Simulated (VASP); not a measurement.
# Mo (R-3m) in VASP: further runs, part 2 of 2

VASP 6.6.1. Earlier steps stand in the parts before.

## 4. Single point, LDA (17.47 Å³/atom)

INCAR reads:

```
SYSTEM = Mo
PREC = Accurate
ENCUT = 520
EDIFF = 1E-7
ISMEAR = 0
SIGMA = 0.15
LREAL = .False.
LASPH = .True.
NELM = 60
ALGO = Fast
ISIF = 2
LWAVE = .False.
LCHARG = .False.
NBANDS = 13
```

KPOINTS reads:

```
regular mesh
0
Gamma
  22 22 22
  0 0 0
```

POSCAR reads:

```
Mo
1.0
   -0.9771251949      1.7038475367      1.7038475367
    1.7038475367     -0.9771251949      1.7038475367
    1.7038475367      1.7038475367     -0.9771251949
Mo
1
Direct
    0.0000000000      0.0000000000      0.0000000000
```

The run is started by

```sh
$ cat potpaw_LDA.64/Mo_sv/POTCAR > POTCAR
$ mpirun -np 1 vasp_std > vasp.out
```

Wall time 90 s (1 thread of AMD EPYC 9R45 (Zen 5), shared host); peak memory 0.27 GiB.

It converged, with:

| Quantity | Value |
| --- | --- |
| Free energy | -11.0008 eV |
| Pressure | -9.8 GPa |
| Band gap on the k mesh | zero (bands 7 and 8 overlap by 2.44 eV) |

Stress tensor (GPa, compression positive):
```
-9.78 -5.18 -5.18
-5.18 -9.78 -5.18
-5.18 -5.18 -9.78
```

Levels at points of the mesh, in eV from the Fermi level:
```
           k point  band 3  band 4  band 5  band 6  band 7  band 8  band 9  band 10  band 11  band 12
(0.00, 0.00, 0.00)  -34.22  -34.22   -6.56   -4.16   -4.16    3.51    3.76     3.76    14.84    14.84
(0.50, 0.00, 0.00)  -34.17  -34.09   -3.65   -3.34    0.12    0.60    0.76     4.00     9.17    14.29
(0.50, 0.50, 0.00)  -35.48  -34.00   -5.38   -2.43    1.09    1.45    5.05     6.05     6.51    14.08
(0.50, 0.50, 0.50)  -35.40  -35.23   -4.10   -4.10   -3.16    6.24    6.24     7.68    11.91    11.91
```

Caveat: the cell stands under tension.

## 5. Single point, LDA (15.86 Å³/atom)

This run uses another cell than the first one, of 15.86 Å³/atom.

INCAR reads:

```
  PREC = Accurate
  ENCUT = 520
  EDIFF = 1E-7
  ISMEAR = 0
  SIGMA = 0.15
  LREAL = F
  LASPH = T
  NELM = 100
  ALGO = Fast
  ISIF = 2
  LWAVE = F
  LCHARG = F
  NBANDS = 13
```

KPOINTS reads:

```
regular mesh
0
Gamma
  22 22 22
```

POSCAR reads:

```
Mo
1.0
   -0.9461958045      1.6499148718      1.6499148718
    1.6499148718     -0.9461958045      1.6499148718
    1.6499148718      1.6499148718     -0.9461958045
Mo
1
Direct
    0.0000000000      0.0000000000      0.0000000000
```

Potentials or basis: VASP PAW LDA potentials, release 64 (Mo_sv).

The run is started by

```sh
$ cat potpaw_LDA.64/Mo_sv/POTCAR > POTCAR
$ mpirun -np 1 vasp_std > vasp.out
```

OUTCAR:

```text
PREC = Accurate
   ENCUT = 520
   EDIFF = 1E-7
   ISMEAR = 0
   LREAL = F
   LASPH = T
   NELM = 100
   ISIF = 2

 ion  position               nearest neighbor table
   1  0.000  0.000  0.000-

  LATTYP: Found a trigonal (rhomboedric) cell.
 ALAT       =     2.5178809878
 COS(alpha) =    -0.0631046292

  Lattice vectors:

 A1 = (  -0.9461958045,   1.6499148718,   1.6499148718)
 A2 = (   1.6499148718,  -0.9461958045,   1.6499148718)
 A3 = (   1.6499148718,   1.6499148718,  -0.9461958045)

Analysis of symmetry for initial positions (statically):
=====================================================================
 Subroutine PRICEL returns:
 Original cell was already a primitive cell.

 Routine SETGRP: Setting up the symmetry group for a
 trigonal (rhombohedral) supercell.

 Subroutine GETGRP returns: Found 12 space group operations
 (whereof 12 operations were pure point group operations)
 out of a pool of 12 trial point group operations.

The static configuration has the point symmetry D_3d.

Analysis of symmetry for dynamics (positions and initial velocities):
=====================================================================
 Subroutine PRICEL returns:
 Original cell was already a primitive cell.

 Routine SETGRP: Setting up the symmetry group for a
 trigonal (rhombohedral) supercell.

 Subroutine GETGRP returns: Found 12 space group operations
 (whereof 12 operations were pure point group operations)
 out of a pool of 12 trial point group operations.

The dynamic configuration has the point symmetry D_3d.

 Subroutine INISYM returns: Found 12 space group operations
 (whereof 12 operations are pure point group operations),
 and found     1 'primitive' translations

----------------------------------------------------------------------------------------

                                     Primitive cell

  volume of cell :      15.8630

  direct lattice vectors                    reciprocal lattice vectors
    -0.946195804  1.649914872  1.649914872    -0.115169425  0.270022166  0.270022166
     1.649914872 -0.946195804  1.649914872     0.270022166 -0.115169425  0.270022166
     1.649914872  1.649914872 -0.946195804     0.270022166  0.270022166 -0.115169425

  length of vectors
     2.517880988  2.517880988  2.517880988     0.398858291  0.398858291  0.398858291

  position of ions in fractional coordinates (direct lattice)
     0.000000000  0.000000000  0.000000000

  ion indices of the primitive-cell ions
   primitive index   ion index
                 1           1

----------------------------------------------------------------------------------------

 KPOINTS: regular mesh

Automatic generation of k-mesh.
 Grid dimensions read from file:
 generate k-points for:   22   22   22

 Generating k-lattice:

  Cartesian coordinates                     Fractional coordinates (reciprocal lattice)
    -0.005234974  0.012273735  0.012273735     0.045454545  0.000000000 -0.000000000
     0.012273735 -0.005234974  0.012273735     0.000000000  0.045454545 -0.000000000
     0.012273735  0.012273735 -0.005234974    -0.000000000 -0.000000000  0.045454545

  Length of vectors
     0.018129922  0.018129922  0.018129922

  Shift w.r.t. Gamma in fractional coordinates (k-lattice)
     0.000000000  0.000000000  0.000000000

 Subroutine IBZKPT returns following result:
 ===========================================

 Found   1024 irreducible k-points:

 Following reciprocal coordinates:
            Coordinates               Weight
  0.000000  0.000000  0.000000      1.000000
  0.045455  0.000000 -0.000000      6.000000
  0.090909  0.000000 -0.000000      6.000000
  0.136364  0.000000  0.000000      6.000000
  0.181818  0.000000 -0.000000      6.000000
  0.227273  0.000000  0.000000      6.000000
[... 16 lines left out ...]
  0.500000  0.045455  0.000000     12.000000
 -0.454545  0.045455 -0.000000     12.000000
 [... further k-points ...]
   k-points           NKPTS =   1024   k-points in BZ     NKDIM =   1024   number of bands    NBANDS=     13
   number of dos      NEDOS =    301   number of ions     NIONS =      1
   total plane-waves  NPLWV =   8000
   dimension x,y,z NGX =    20 NGY =   20 NGZ =   20
   dimension x,y,z NGXF=    40 NGYF=   40 NGZF=   40
   ions per type =               1
   NGX,Y,Z   is equivalent  to a cutoff of  13.21, 13.21, 13.21 a.u.
   NGXF,Y,Z  is equivalent  to a cutoff of  26.41, 26.41, 26.41 a.u.
 SYSTEM =  unknown system
   PREC   = accura    normal or accurate (medium, high low for compatibility)
   ISTART =      0    job   : 0-new  1-cont  2-samecut
   ICHARG =      2    charge: 1-file 2-atom 10-const
   ISPIN  =      1    spin polarized calculation?
   LNONCOLLINEAR =      F non collinear calculations
   LSORBIT =      F    spin-orbit coupling
   LASPH  =      T    aspherical Exc in radial PAW
   ENCUT  =  520.0 eV  38.22 Ry    6.18 a.u.   4.68  4.68  4.68*2*pi/ulx,y,z
   NELM   =    100;   NELMIN=  2; NELMDL= -5     # of ELM steps
   EDIFF  = 0.1E-06   stopping-criterion for ELM
   LREAL  =      F    real-space projection
   EDIFFG = 0.1E-05   stopping-criterion for IOM
   NSW    =      0    number of steps for IOM
   IBRION =     -1    ionic relax: 0-MD 1-quasi-New 2-CG
   NFREE  =      0    steps in history (QN), initial steepest desc. (CG)
   ISIF   =      2    stress and relaxation
   ISYM   =      2    0-nonsym 1-usesym 2-fastsym
   POTIM  = 0.5000    time-step for ionic-motion
   TEBEG  =    0.0;   TEEND  =   0.0 temperature during run
   PSTRESS=    0.0 pullay stress
   NELECT =      14.0000    total number of electrons
   NUPDOWN=      -1.0000    fix difference up-down
   EMIN   =  10.00;   EMAX   =-10.00  energy-range for DOS
   EFERMI =   0.00;   METHOD = LEGACY
   ISMEAR =     0;   SIGMA  =   0.15  broadening in eV -4-tet -1-fermi 0-gaus
   EFERMI_NEDOS =   21; number of points for ismear=-14 and -15
   IALGO  =     68    algorithm
   IMIX   =      4    mixing-type and parameters
     AMIX     =   0.40;   BMIX     =  1.00
     AMIX_MAG =   1.60;   BMIX_MAG =  1.00
  volume/ion in A,a.u.               =      15.86       107.05
  Fermi-wavevector in a.u.,A,eV,Ry     =   1.570323  2.967481 33.550813  2.465915
  Thomas-Fermi vector in A             =   2.672074
   LORBIT       =      0    0 simple, 1 ext, 2 COOP (PROOUT), +10 PAW based schemes
   GGA     = CA    functional components
   LHFCALC =     F    Hartree Fock is set to
   AEXX    =    0.0000 exact exchange contribution
   IVDW    =     0    specifies the selected vdW correction
   LEPSILON=     F    determine dielectric tensor
   LRPA    =     F    only Hartree local field effects (RPA)
 non-spin polarized calculation
 RMM-DIIS sequential band-by-band and
 Gauss-broadening in eV      SIGMA  =   0.15
  energy-cutoff  :      520.00
  volume of cell :       15.86
 maximum number of plane-waves:       443
   NGX =  9   NGY =  9   NGZ =  9

 number of electron      14.0000006 magnetization

 Free energy of the ion-electron system (eV)
  ---------------------------------------------------
  ext. energy  EPLUGINS =         0.00000000
  ---------------------------------------------------
  free energy    TOTEN  =       -11.00085747 eV

  energy without entropy =      -10.98948206  energy(sigma->0) =      -10.99516977

 E-fermi :  12.1611     XC(G=0): -13.3787

 val. band max:       12.1603041075   @ k =   0.4091   0.2727   0.1818
 cond. band min:      12.1635228130   @ k =  -0.2727  -0.4545   0.2273
 fundamental gap:      0.0032187055
 Fermi energy:        12.1611227648

 k-point     1 :       0.0000    0.0000    0.0000
  band No.  band energies     occupation
      1     -48.7508      2.00000
      2     -22.0306      2.00000
      3     -21.8882      2.00000
      4     -21.8882      2.00000
      5       5.2869      2.00000
      6       7.4520      2.00000
      7       7.4520      2.00000
      8      16.1697      0.00000
      9      16.4440      0.00000
     10      16.4440      0.00000
     11      27.6964      0.00000
     12      27.6964      0.00000
     13      29.7974      0.00000
[... 353 lines left out ...]
 k-point    24 :      -0.4545    0.0455   -0.0000
  band No.  band energies     occupation
      1     -48.4624      2.00000
      2     -23.8663      2.00000
      3     -21.8277      2.00000
      4     -21.7269      2.00000
      5       8.3020      2.00000
      6       8.4613      2.00000
      7      11.5582      2.00000
      8      12.9635      0.00000
      9      13.5835      0.00000
     10      16.6418      0.00000
     11      22.4363      0.00000
     12      26.8753      0.00000
     13      32.1977      0.00000

 [... further k-points ...]

------------------------ aborting loop because EDIFF is reached ----------------------------------------

  FORCE on cell =-STRESS in cart. coord.  units (eV):
  Direction    XX          YY          ZZ          XY          YZ          ZX
  --------------------------------------------------------------------------------------
  -------------------------------------------------------------------------------------
  Total        1.1336059      1.1336059      1.1336059     -0.6925303     -0.6925303     -0.6925303
  in kB      114.4952249    114.4952249    114.4952249    -69.9461854    -69.9461854    -69.9461854
  external PRESSURE =     114.4952249 kB  Pullay stress =       0.0000000 kB

 VOLUME and BASIS-vectors are now :
 -----------------------------------------------------------------------------
  energy-cutoff  :      520.00
  volume of cell :       15.86
      direct lattice vectors                 reciprocal lattice vectors
    -0.946195804  1.649914872  1.649914872    -0.115169425  0.270022166  0.270022166
     1.649914872 -0.946195804  1.649914872     0.270022166 -0.115169425  0.270022166
     1.649914872  1.649914872 -0.946195804     0.270022166  0.270022166 -0.115169425

 POSITION                                       TOTAL-FORCE (eV/Angst)
 -----------------------------------------------------------------------------------
      0.00000      0.00000      0.00000        -0.000000      0.000000     -0.000000
 -----------------------------------------------------------------------------------
    total drift:                                0.000000      0.000000      0.000000

  FREE ENERGIE OF THE ION-ELECTRON SYSTEM (eV)
  ---------------------------------------------------
  free  energy   TOTEN  =       -11.0008574729 eV

  energy  without entropy=      -10.9894820578  energy(sigma->0) =      -10.99516977
```

It took 78 s on 1 thread of Intel Xeon 6975P-C (Granite Rapids), shared host; peak memory 0.29 GiB.

Results:

```
Free energy            : -11.0009 eV
Pressure               : 11.4 GPa
Band gap on the k mesh : zero (bands 7 and 8 overlap by 2.87 eV)
```

Caveat: the cell stands under pressure.

## 6. Single point, LDA (16.67 Å³/atom)

This run uses another cell than the first one, of 16.67 Å³/atom.

INCAR reads:

```
SYSTEM = Mo
PREC = Accurate
ENCUT = 520
EDIFF = 1E-6
ISMEAR = 0
SIGMA = 0.15
LREAL = .FALSE.
LASPH = .TRUE.
NELM = 100
ALGO = Fast
ISIF = 2
LWAVE = .FALSE.
LCHARG = .FALSE.
GGA = CA
NBANDS = 13
```

KPOINTS reads:

```
regular mesh
0
G
  22 22 22
  0 0 0
```

POSCAR reads:

```
Mo
1.0
   -1.1809314982      1.6386423137      1.6386423137
    1.6386423137     -1.1809314982      1.6386423137
    1.6386423137      1.6386423137     -1.1809314982
Mo
1
Direct
    0.0000000000      0.0000000000      0.0000000000
```

Potentials or basis: VASP PAW LDA potentials, release 64 (Mo_sv).

The run is started by

```sh
$ cat potpaw_LDA.64/Mo_sv/POTCAR > POTCAR
$ mpirun -np 1 vasp_std > vasp.out
```

It took 63 s on 1 thread of Intel Xeon 6975P-C (Granite Rapids), shared host; peak memory 0.29 GiB.

The run converged. Its results:

```
Free energy            : -11.4371 eV
Pressure               : -8.7 GPa
Band gap on the k mesh : zero (bands 7 and 8 overlap by 2.43 eV)
```

Stress tensor (GPa, compression positive):
```
 -8.65 -11.51 -11.51
-11.51  -8.65 -11.51
-11.51 -11.51  -8.65
```

Levels at points of the mesh, in eV from the Fermi level:
```csv
k point,band 4,band 5,band 6,band 7,band 8,band 9,band 10,band 11
"(0.00, 0.00, 0.00)",-34.29,-6.92,-3.86,-3.86,2.30,3.14,3.14,13.99
"(0.50, 0.00, 0.00)",-34.20,-4.42,-3.65,0.19,1.46,1.59,3.31,9.67
"(0.50, 0.50, 0.00)",-34.22,-5.56,-3.08,1.02,1.71,3.79,5.79,8.39
"(0.50, 0.50, 0.50)",-35.20,-4.89,-4.89,-1.48,5.79,5.79,7.41,10.80
```

Caveat: the cell stands under tension.

## 7. Overview

```csv
cell,further INCAR settings,gap on the mesh (eV),pressure (GPa)
"a = 3.316 Å, angles 116.4°, 1 atom",ALGO = Fast; EDIFF = 1e-07; NBANDS = 13,none,76.8
"a = 2.721 Å, angles 105.4°, 1 atom",ALGO = Fast; EDIFF = 1e-06; NBANDS = 13,none,-26.3
"a = 2.600 Å, angles 93.6°, 1 atom",ALGO = Fast; EDIFF = 1e-07; NBANDS = 13,none,-9.8
"a = 2.518 Å, angles 93.6°, 1 atom",ALGO = Fast; EDIFF = 1e-07; NBANDS = 13,none,11.4
"a = 2.601 Å, angles 100.1°, 1 atom",ALGO = Fast; EDIFF = 1e-06; NBANDS = 13,none,-8.7
```

Alike in all rows: task single point; level LDA; potentials or basis VASP PAW LDA potentials, release 64 (Mo_sv); no spin polarisation; k mesh 22 × 22 × 22; cutoff (eV) 520; smearing gaussian 0.15 eV.

Caveats: the cell stands under tension (at least some runs); the cell stands under pressure (at least some runs); atoms lie so close that the PAW spheres overlap strongly, which falsifies energies and pressures (at least some runs).

Absolute energies hang on the potentials; compare differences alone.
